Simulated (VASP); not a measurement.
Crystal: CuAu.

```
Cu Au
1.0
     2.81075    0.00000    0.00000
     0.00000    2.81075    0.00000
     0.00000    0.00000    3.68500
Cu Au
1 1
Direct
  0.50000 0.50000 0.50000
  0.00000 0.00000 0.00000
```

| Item | Value |
| --- | --- |
| Program | VASP 6.6.1 |
| Task | relaxation of cell and atoms |
| Functional | PBEsol |
| Potentials or basis | VASP PAW PBE potentials, release 64 (Cu, Au) |
| Cutoff | 600 eV |
| k mesh | 14 × 14 × 12 |
| Occupations | gaussian, width 0.1 eV |
| Spin | no spin polarisation |

At the start: pressure -3.6 GPa; volume 14.56 Å³/atom.

Q: How do energy, volume and symmetry change on relaxing?

A: Over 9 steps the energy falls by 5.2 meV/atom and the volume is 14.22 Å³/atom (-2.3 %); space group P4/mmm (No. 123, to 0.05 Å).

Step by step:
```
step  energy change (eV)  largest force (eV/Å)  pressure (GPa)  volume (Å³)
   1              0.0000                0.0000           -3.56        29.11
   2              0.0015                0.0000            4.49        27.77
   3             -0.0077                0.0000            0.05        28.46
   4             -0.0077                0.0000            0.18        28.44
   5             -0.0082                0.0000            0.13        28.44
   6             -0.0094                0.0000            0.15        28.43
   7             -0.0103                0.0000            0.22        28.41
   8             -0.0099                0.0000           -0.93        28.61
   9             -0.0103                0.0000            0.01        28.45
```

Final structure:
```cif
data_structure
_symmetry_space_group_name_H-M 'P 1'
_symmetry_Int_Tables_number 1
_cell_length_a 2.8327
_cell_length_b 2.8327
_cell_length_c 3.5450
_cell_angle_alpha 90.000
_cell_angle_beta 90.000
_cell_angle_gamma 90.000
_cell_volume 28.45
loop_
_atom_site_label
_atom_site_type_symbol
_atom_site_fract_x
_atom_site_fract_y
_atom_site_fract_z
_atom_site_occupancy
Cu1 Cu 0.50000 0.50000 0.50000 1
Au1 Au 0.00000 0.00000 0.00000 1
```

Caveat: the PAW data sets were made with another functional, which shifts forces and pressure a little.
